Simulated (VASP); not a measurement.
# TePtW5 (P4/nmm) in VASP: further runs

Runs on TePtW5. Level: PBE. Tasks: single point, relaxation of cell and atoms.

All numbers are computed with VASP 6.6.1; they aren't measurements. Logs are shortened: lines on timing, memory, paths and dates and some standing lists are left out, and cuts for length are marked.

### 1 The cell of the first run

It takes space group P4/nmm (No. 129, tetragonal). Conventional cell: a = 3.245 Å, b = 3.245 Å, c = 24.176 Å, α = 90.00°, β = 90.00°, γ = 90.00°. Te (site symmetry 4mm) has 4 Pt at 2.93 Å and 4 Te at 3.25 Å and 1 W at 3.31 Å within 3.9 Å. Pt (site symmetry 4mm) has 5 W at 2.74 to 2.96 Å and 4 Te at 2.93 Å and 4 Pt at 3.25 Å within 3.6 Å. Within 3.6 Å of W (site symmetry 4mm) lie 9 W at 2.72 to 3.25 Å and 4 Pt at 2.74 Å and 1 Te at 3.31 Å. Within 3.6 Å of W (site symmetry 4mm) lie 13 W at 2.72 to 3.25 Å and 1 Pt at 2.96 Å. Within 3.7 Å of W (site symmetry 4mm) lie 14 W at 2.77 to 3.25 Å. Within 3.7 Å of W (site symmetry 4mm) lie 14 W at 2.78 to 3.25 Å. W (site symmetry 4mm) has 14 W at 2.77 to 3.25 Å within 3.7 Å.

### 2 Single point, PBE

Contents of INCAR:

```
SYSTEM = TePtW5
PREC = Accurate
ENCUT = 520
EDIFF = 1E-7
ISMEAR = 0
SIGMA = 0.2
LREAL = .FALSE.
LASPH = .TRUE.
NELM = 80
ALGO = Fast
ISIF = 2
LWAVE = .FALSE.
LCHARG = .FALSE.
GGA = PE
NBANDS = 99
```

Contents of KPOINTS:

```
Automatic mesh
0
G
  5 5 1
  0 0 0
```

Contents of POSCAR:

```
TePtW5
1.0
    3.2452206246      0.0000000000      0.0000000000
    0.0000000000      3.2452206246      0.0000000000
    0.0000000000      0.0000000000     24.1763255766
Te Pt W
2 2 10
Direct
    0.0000000000      0.5000000000      0.9251951681
    0.5000000000      0.0000000000      0.0748048319
    0.5000000000      0.0000000000      0.8500528140
    0.0000000000      0.5000000000      0.1499471860
    0.5000000000      0.0000000000      0.2115132698
    0.0000000000      0.5000000000      0.2722156934
    0.0000000000      0.5000000000      0.4023520773
    0.5000000000      0.0000000000      0.4676880304
    0.5000000000      0.0000000000      0.3378646293
    0.5000000000      0.0000000000      0.7277843066
    0.0000000000      0.5000000000      0.6621353707
    0.5000000000      0.0000000000      0.5976479227
    0.0000000000      0.5000000000      0.5323119696
    0.0000000000      0.5000000000      0.7884867302
```

Potentials or basis: VASP PAW PBE potentials, release 64 (Te, Pt, W_sv).

Launch:

```
cat potpaw_PBE.64/Te/POTCAR potpaw_PBE.64/Pt/POTCAR potpaw_PBE.64/W_sv/POTCAR > POTCAR
mpirun -np 1 vasp_std > vasp.out
```

OUTCAR:

```text
SYSTEM = TePtW5
   PREC = Accurate
   ENCUT = 520
   EDIFF = 1E-7
   ISMEAR = 0
   LREAL = .FALSE.
   LASPH = .TRUE.
   NELM = 80
   ISIF = 2
   GGA = PE

 ion  position               nearest neighbor table
   1  0.000  0.500  0.925-   3 2.93   3 2.93   3 2.93   3 2.93  14 3.31
   2  0.500  0.000  0.075-   4 2.93   4 2.93   4 2.93   4 2.93   5 3.31
   3  0.500  0.000  0.850-  14 2.74  14 2.74  14 2.74  14 2.74   1 2.93   1 2.93   1 2.93   1 2.93
                            10 2.96
   4  0.000  0.500  0.150-   5 2.74   5 2.74   5 2.74   5 2.74   2 2.93   2 2.93   2 2.93   2 2.93
                             6 2.96
   5  0.500  0.000  0.212-   6 2.72   6 2.72   6 2.72   6 2.72   4 2.74   4 2.74   4 2.74   4 2.74
                             9 3.05   2 3.31
   6  0.000  0.500  0.272-   5 2.72   5 2.72   5 2.72   5 2.72   9 2.79   9 2.79   9 2.79   9 2.79
                             4 2.96   7 3.15
   7  0.000  0.500  0.402-   9 2.77   9 2.77   9 2.77   9 2.77   8 2.79   8 2.79   8 2.79   8 2.79
                            13 3.14   6 3.15
   8  0.500  0.000  0.468-  13 2.78  13 2.78  13 2.78  13 2.78   7 2.79   7 2.79   7 2.79   7 2.79
                             9 3.14  12 3.14
   9  0.500  0.000  0.338-   7 2.77   7 2.77   7 2.77   7 2.77   6 2.79   6 2.79   6 2.79   6 2.79
                             5 3.05   8 3.14
  10  0.500  0.000  0.728-  14 2.72  14 2.72  14 2.72  14 2.72  11 2.79  11 2.79  11 2.79  11 2.79
                             3 2.96  12 3.15
  11  0.000  0.500  0.662-  12 2.77  12 2.77  12 2.77  12 2.77  10 2.79  10 2.79  10 2.79  10 2.79
                            14 3.05  13 3.14
  12  0.500  0.000  0.598-  11 2.77  11 2.77  11 2.77  11 2.77  13 2.79  13 2.79  13 2.79  13 2.79
                             8 3.14  10 3.15
  13  0.000  0.500  0.532-   8 2.78   8 2.78   8 2.78   8 2.78  12 2.79  12 2.79  12 2.79  12 2.79
                            11 3.14   7 3.14
  14  0.000  0.500  0.788-  10 2.72  10 2.72  10 2.72  10 2.72   3 2.74   3 2.74   3 2.74   3 2.74
                            11 3.05   1 3.31

  LATTYP: Found a simple tetragonal cell.
 ALAT       =     3.2452206246
 C/A-ratio  =     7.4498249498

  Lattice vectors:

 A1 = (   3.2452206246,   0.0000000000,   0.0000000000)
 A2 = (   0.0000000000,   3.2452206246,   0.0000000000)
 A3 = (   0.0000000000,   0.0000000000,  24.1763255766)

Analysis of symmetry for initial positions (statically):
=====================================================================
 Subroutine PRICEL returns:
 Original cell was already a primitive cell.

 Routine SETGRP: Setting up the symmetry group for a
 simple tetragonal supercell.

 Subroutine GETGRP returns: Found 16 space group operations
 (whereof  8 operations were pure point group operations)
 out of a pool of 16 trial point group operations.

The static configuration has the point symmetry D_2d.
 The point group associated with its full space group is D_4h.

Analysis of symmetry for dynamics (positions and initial velocities):
=====================================================================
 Subroutine PRICEL returns:
 Original cell was already a primitive cell.

 Routine SETGRP: Setting up the symmetry group for a
 simple tetragonal supercell.

 Subroutine GETGRP returns: Found 16 space group operations
 (whereof  8 operations were pure point group operations)
 out of a pool of 16 trial point group operations.

The dynamic configuration has the point symmetry D_2d.
 The point group associated with its full space group is D_4h.

 Subroutine INISYM returns: Found 16 space group operations
 (whereof  8 operations are pure point group operations),
 and found     1 'primitive' translations

----------------------------------------------------------------------------------------

                                     Primitive cell

  volume of cell :     254.6119

  direct lattice vectors                    reciprocal lattice vectors
     3.245220625  0.000000000  0.000000000     0.308145459  0.000000000  0.000000000
     0.000000000  3.245220625  0.000000000     0.000000000  0.308145459  0.000000000
     0.000000000  0.000000000 24.176325577     0.000000000  0.000000000  0.041362779

  length of vectors
     3.245220625  3.245220625 24.176325577     0.308145459  0.308145459  0.041362779

  position of ions in fractional coordinates (direct lattice)
     0.000000000  0.500000000  0.925195168
     0.500000000  0.000000000  0.074804832
     0.500000000  0.000000000  0.850052814
     0.000000000  0.500000000  0.149947186
     0.500000000  0.000000000  0.211513270
     0.000000000  0.500000000  0.272215693
     0.000000000  0.500000000  0.402352077
     0.500000000  0.000000000  0.467688030
     0.500000000  0.000000000  0.337864629
     0.500000000  0.000000000  0.727784307
     0.000000000  0.500000000  0.662135371
     0.500000000  0.000000000  0.597647923
     0.000000000  0.500000000  0.532311970
     0.000000000  0.500000000  0.788486730

  ion indices of the primitive-cell ions
   primitive index   ion index
                 1           1
                 2           2
                 3           3
                 4           4
                 5           5
                 6           6
                 7           7
                 8           8
                 9           9
                10          10
                11          11
                12          12
                13          13
                14          14

----------------------------------------------------------------------------------------

 KPOINTS: Automatic mesh

Automatic generation of k-mesh.
 Grid dimensions read from file:
 generate k-points for:    5    5    1

 Generating k-lattice:

  Cartesian coordinates                     Fractional coordinates (reciprocal lattice)
     0.061629092  0.000000000  0.000000000     0.200000000  0.000000000  0.000000000
     0.000000000  0.061629092  0.000000000     0.000000000  0.200000000  0.000000000
     0.000000000  0.000000000  0.041362779     0.000000000  0.000000000  1.000000000

  Length of vectors
     0.061629092  0.061629092  0.041362779

  Shift w.r.t. Gamma in fractional coordinates (k-lattice)
     0.000000000  0.000000000  0.000000000

 Subroutine IBZKPT returns following result:
[... 34 lines left out ...]
   IBRION =     -1    ionic relax: 0-MD 1-quasi-New 2-CG
   NFREE  =      0    steps in history (QN), initial steepest desc. (CG)
   ISIF   =      2    stress and relaxation
   ISYM   =      2    0-nonsym 1-usesym 2-fastsym
   POTIM  = 0.5000    time-step for ionic-motion
   TEBEG  =    0.0;   TEEND  =   0.0 temperature during run
   PSTRESS=    0.0 pullay stress
   NELECT =     172.0000    total number of electrons
   NUPDOWN=      -1.0000    fix difference up-down
   EMIN   =  10.00;   EMAX   =-10.00  energy-range for DOS
   EFERMI =   0.00;   METHOD = LEGACY
   ISMEAR =     0;   SIGMA  =   0.20  broadening in eV -4-tet -1-fermi 0-gaus
   EFERMI_NEDOS =   21; number of points for ismear=-14 and -15
   IALGO  =     68    algorithm
   IMIX   =      4    mixing-type and parameters
     AMIX     =   0.40;   BMIX     =  1.00
     AMIX_MAG =   1.60;   BMIX_MAG =  1.00
  volume/ion in A,a.u.               =      18.19       122.73
  Fermi-wavevector in a.u.,A,eV,Ry     =   1.436453  2.714502 28.074220  2.063397
  Thomas-Fermi vector in A             =   2.555640
   LORBIT       =      0    0 simple, 1 ext, 2 COOP (PROOUT), +10 PAW based schemes
   GGA     = PE    functional components
   LHFCALC =     F    Hartree Fock is set to
   AEXX    =    0.0000 exact exchange contribution
   IVDW    =     0    specifies the selected vdW correction
   LEPSILON=     F    determine dielectric tensor
   LRPA    =     F    only Hartree local field effects (RPA)
 non-spin polarized calculation
 RMM-DIIS sequential band-by-band and
 Gauss-broadening in eV      SIGMA  =   0.20
  energy-cutoff  :      520.00
  volume of cell :      254.61
 maximum number of plane-waves:      6924
   NGX = 13   NGY = 13   NGZ = 89

 number of electron     171.9999995 magnetization

 Free energy of the ion-electron system (eV)
  ---------------------------------------------------
  ext. energy  EPLUGINS =         0.00000000
  ---------------------------------------------------
  free energy    TOTEN  =      -146.97791166 eV

  energy without entropy =     -146.79142079  energy(sigma->0) =     -146.88466622

 E-fermi :  10.2730     XC(G=0): -12.5359

 val. band max:       10.2721068044   @ k =   0.2000   0.0000   0.0000
 cond. band min:      10.3403937236   @ k =   0.4000   0.2000   0.0000
 fundamental gap:      0.0682869192
 Fermi energy:        10.2730130138

 k-point     1 :       0.0000    0.0000    0.0000
  band No.  band energies     occupation
      1     -64.2684      2.00000
      2     -64.2683      2.00000
      3     -63.9599      2.00000
      4     -63.9577      2.00000
      5     -63.8990      2.00000
      6     -63.8543      2.00000
[... 90 lines left out ...]
     97      11.8362      0.00000
     98      11.8949      0.00000

 k-point     2 :       0.2000    0.0000    0.0000
  band No.  band energies     occupation
      1     -64.2627      2.00000
      2     -64.2627      2.00000
      3     -63.9467      2.00000
      4     -63.9454      2.00000
      5     -63.8850      2.00000
      6     -63.8569      2.00000
[... 90 lines left out ...]
     97      11.8448      0.00000
     98      11.8765      0.00000

 k-point     3 :       0.4000    0.0000    0.0000
  band No.  band energies     occupation
      1     -64.2535      2.00000
      2     -64.2535      2.00000
      3     -63.9186      2.00000
      4     -63.9184      2.00000
      5     -63.8705      2.00000
      6     -63.8705      2.00000
[... 90 lines left out ...]
     97      12.2595      0.00000
     98      12.3510      0.00000

 k-point     4 :       0.2000    0.2000    0.0000
  band No.  band energies     occupation
      1     -64.2583      2.00000
      2     -64.2583      2.00000
      3     -63.9361      2.00000
      4     -63.9354      2.00000
      5     -63.8731      2.00000
      6     -63.8597      2.00000
[... 90 lines left out ...]
     97      11.9045      0.00000
     98      12.1045      0.00000

 k-point     5 :       0.4000    0.2000    0.0000
  band No.  band energies     occupation
      1     -64.2511      2.00000
      2     -64.2511      2.00000
      3     -63.9143      2.00000
      4     -63.9142      2.00000
      5     -63.8701      2.00000
      6     -63.8701      2.00000
[... 90 lines left out ...]
     97      12.4631      0.00000
     98      12.5939      0.00000

 k-point     6 :       0.4000    0.4000    0.0000
  band No.  band energies     occupation
      1     -64.2472      2.00000
      2     -64.2472      2.00000
      3     -63.9070      2.00000
      4     -63.9070      2.00000
      5     -63.8700      2.00000
      6     -63.8700      2.00000
[... 90 lines left out ...]
     97      12.5251      0.00000
     98      12.9674      0.00000
 [bands above 98 left out]

------------------------ aborting loop because EDIFF is reached ----------------------------------------

  FORCE on cell =-STRESS in cart. coord.  units (eV):
  Direction    XX          YY          ZZ          XY          YZ          ZX
  --------------------------------------------------------------------------------------
  -------------------------------------------------------------------------------------
  Total        0.4021909      0.4021909      0.5785600      0.0000000      0.0000000      0.0000000
  in kB        2.5308362      2.5308362      3.6406612      0.0000000      0.0000000      0.0000000
  external PRESSURE =       2.9007779 kB  Pullay stress =       0.0000000 kB

 VOLUME and BASIS-vectors are now :
 -----------------------------------------------------------------------------
  energy-cutoff  :      520.00
  volume of cell :      254.61
      direct lattice vectors                 reciprocal lattice vectors
     3.245220625  0.000000000  0.000000000     0.308145459  0.000000000  0.000000000
     0.000000000  3.245220625  0.000000000     0.000000000  0.308145459  0.000000000
     0.000000000  0.000000000 24.176325577     0.000000000  0.000000000  0.041362779

 POSITION                                       TOTAL-FORCE (eV/Angst)
 -----------------------------------------------------------------------------------
      0.00000      1.62261     22.36782         0.000000      0.000000     -0.008829
      1.62261      0.00000      1.80851        -0.000000     -0.000000      0.008829
      1.62261      0.00000     20.55115         0.000000     -0.000000     -0.008331
      0.00000      1.62261      3.62517        -0.000000     -0.000000      0.008331
      1.62261      0.00000      5.11361         0.000000      0.000000     -0.090631
      0.00000      1.62261      6.58118        -0.000000     -0.000000      0.069218
      0.00000      1.62261      9.72739        -0.000000     -0.000000      0.013319
      1.62261      0.00000     11.30698        -0.000000     -0.000000     -0.015038
      1.62261      0.00000      8.16833         0.000000      0.000000     -0.031560
      1.62261      0.00000     17.59515        -0.000000     -0.000000     -0.069218
      0.00000      1.62261     16.00800        -0.000000     -0.000000      0.031560
      1.62261      0.00000     14.44893         0.000000     -0.000000     -0.013319
      0.00000      1.62261     12.86935         0.000000     -0.000000      0.015038
      0.00000      1.62261     19.06271        -0.000000     -0.000000      0.090631
 -----------------------------------------------------------------------------------
    total drift:                                0.000000      0.000000      0.000000

  FREE ENERGIE OF THE ION-ELECTRON SYSTEM (eV)
  ---------------------------------------------------
  free  energy   TOTEN  =      -146.9779116611 eV

  energy  without entropy=     -146.7914207857  energy(sigma->0) =     -146.88466622
```

Run time: 3.3 min. Hardware: 1 thread of Intel Xeon 6975P-C (Granite Rapids), shared host; peak memory 0.38 GiB.

What came out:

* Free energy: -146.9779 eV
* Pressure: 0.3 GPa
* Largest force: 0.091 eV/Å
* Band gap on the k mesh: zero (bands 86 and 87 overlap by 0.10 eV)

Forces in eV/Å, atoms in the order of the input:
```
Te   0.000  0.000 -0.009
Te   0.000  0.000  0.009
Pt   0.000  0.000 -0.008
Pt   0.000  0.000  0.008
W    0.000  0.000 -0.091
W    0.000  0.000  0.069
W    0.000  0.000  0.013
W    0.000  0.000 -0.015
W    0.000  0.000 -0.032
W    0.000  0.000 -0.069
W    0.000  0.000  0.032
W    0.000  0.000 -0.013
W    0.000  0.000  0.015
W    0.000  0.000  0.091
```

Stress tensor (GPa, compression positive):
```
0.25 0.00 0.00
0.00 0.25 0.00
0.00 0.00 0.36
```

Caveat: the k points lie up to 0.39 Å⁻¹ apart; spin-orbit coupling is left out, which moves the levels of the heavy elements; this functional lacks dispersion, which binds the layers, so the pressure and a relaxed spacing across them are unreliable.

### 3 Relaxation of cell and atoms, PBE

This run uses another cell than the first one, of 18.14 Å³/atom.

Contents of INCAR:

```
PREC = Accurate
ENCUT = 600
EDIFF = 1E-6
ISMEAR = 0
SIGMA = 0.2
LREAL = False
LASPH = True
NELM = 80
ALGO = Fast
ISIF = 3
LWAVE = False
LCHARG = False
GGA = PE
IBRION = 2
NSW = 36
EDIFFG = -0.08
```

Contents of KPOINTS:

```
regular mesh
0
Gamma
  5 5 1
```

Contents of POSCAR:

```
TePtW5
1.0
    3.2000000000      0.0000000000      0.0000000000
    0.0000000000      3.2000000000      0.0000000000
    0.0000000000      0.0000000000     24.8000000000
Te Pt W
2 2 10
Direct
    0.0000000000      0.5000000000      0.9415000000
    0.5000000000      0.0000000000      0.0585000000
    0.5000000000      0.0000000000      0.8629000000
    0.0000000000      0.5000000000      0.1371000000
    0.5000000000      0.0000000000      0.2097000000
    0.0000000000      0.5000000000      0.2742000000
    0.0000000000      0.5000000000      0.4032000000
    0.5000000000      0.0000000000      0.4677000000
    0.5000000000      0.0000000000      0.3387000000
    0.5000000000      0.0000000000      0.7258000000
    0.0000000000      0.5000000000      0.6613000000
    0.5000000000      0.0000000000      0.5968000000
    0.0000000000      0.5000000000      0.5323000000
    0.0000000000      0.5000000000      0.7903000000
```

Potentials or basis: VASP PAW PBE potentials, release 64 (Te, Pt, W_sv).

Launch:

```
cat potpaw_PBE.64/Te/POTCAR potpaw_PBE.64/Pt/POTCAR potpaw_PBE.64/W_sv/POTCAR > POTCAR
mpirun -np 1 vasp_std > vasp.out
```

Run time: 39 min. Hardware: 1 thread of Intel Xeon 6975P-C (Granite Rapids), shared host; peak memory 0.53 GiB.

The run converged. Its results:

| Property | Result |
| --- | --- |
| Free energy | -146.9591 eV |
| Relaxed volume | 17.93 Å³/atom |
| Relaxed cell | a = 3.249 Å, b = 3.249 Å, c = 23.782 Å, α = 90.00°, β = 90.00°, γ = 90.00° |
| Space group after relaxing (to 0.1 Å) | P4/nmm (No. 129) |
| Energy gained by relaxing | 43.8 meV/atom |
| Ionic steps | 16 |
| Pressure after relaxing | -0.1 GPa |
| Largest force after relaxing | 0.067 eV/Å |
| Band gap on the k mesh | zero (bands 86 and 87 overlap by 0.19 eV) |

Forces in eV/Å, atoms in the order of the input:
```
Te   0.000  0.000 -0.067
Te   0.000  0.000  0.067
Pt   0.000  0.000 -0.058
Pt   0.000  0.000  0.058
W    0.000  0.000 -0.045
W    0.000  0.000  0.029
W    0.000  0.000 -0.021
W    0.000  0.000  0.045
W    0.000  0.000  0.044
W    0.000  0.000 -0.029
W    0.000  0.000 -0.044
W    0.000  0.000  0.021
W    0.000  0.000 -0.045
W    0.000  0.000  0.045
```

Stress tensor (GPa, compression positive):
```
-0.20  0.00  0.00
 0.00 -0.20  0.00
 0.00  0.00 -0.04
```

Step by step:
| step | energy change (eV) | largest force (eV/Å) | pressure (GPa) | volume (Å³) |
| --- | --- | --- | --- | --- |
| 1 | 0.0000 | 0.8112 | -5.33 | 253.95 |
| 2 | 0.5637 | 0.6022 | 18.42 | 232.38 |
| 3 | -0.1656 | 0.7470 | 1.40 | 246.71 |
| 4 | -0.3365 | 0.5311 | 0.86 | 247.43 |
| 5 | -0.4035 | 0.6070 | 0.60 | 248.24 |
| 6 | -0.5057 | 0.5210 | -1.85 | 251.44 |
| 7 | -0.5141 | 0.5228 | -2.66 | 252.64 |
| 8 | -0.5667 | 0.3817 | 1.71 | 248.64 |
| 9 | -0.5704 | 0.3302 | 0.81 | 249.44 |
| 10 | -0.5887 | 0.2607 | 0.20 | 250.16 |
| 11 | -0.5927 | 0.2120 | -0.21 | 250.67 |
| 12 | -0.6012 | 0.1624 | 0.10 | 250.42 |
| 13 | -0.6072 | 0.1525 | 0.61 | 250.03 |
| 14 | -0.6101 | 0.1166 | -0.72 | 251.54 |
| 15 | -0.6108 | 0.1273 | -0.34 | 251.08 |
| 16 | -0.6137 | 0.0670 | -0.15 | 251.03 |

Final structure:
```xyz
14
Lattice="3.2490 0.0000 0.0000 0.0000 3.2490 0.0000 0.0000 0.0000 23.7815" Properties=species:S:1:pos:R:3 pbc="T T T"
Te    3.2490    1.6245   22.1604
Te    1.6245    3.2490    1.6211
Pt    1.6245    0.0000   20.3768
Pt    3.2490    1.6245    3.4047
W     1.6245    0.0000    4.9140
W     0.0000    1.6245    6.3765
W     3.2490    1.6245    9.5275
W     1.6245    0.0000   11.1059
W     1.6245    0.0000    7.9631
W     1.6245    3.2490   17.4051
W     0.0000    1.6245   15.8185
W     1.6245    3.2490   14.2540
W     0.0000    1.6245   12.6757
W     0.0000    1.6245   18.8676
```

Levels at points of the mesh, in eV from the Fermi level:
| k point | band 84 | band 85 | band 86 | band 87 | band 88 | band 89 |
| --- | --- | --- | --- | --- | --- | --- |
| (0.00, 0.00, 0.00) | -0.47 | -0.42 | -0.42 | -0.04 | 0.18 | 0.18 |

Caveat: the k points lie up to 0.39 Å⁻¹ apart in the final cell; spin-orbit coupling is left out, which moves the levels of the heavy elements; this functional lacks dispersion, which binds the layers, so the pressure and a relaxed spacing across them are unreliable; the relaxation stopped at a loose force limit of 0.08 eV/Å, so its end isn't a converged minimum.
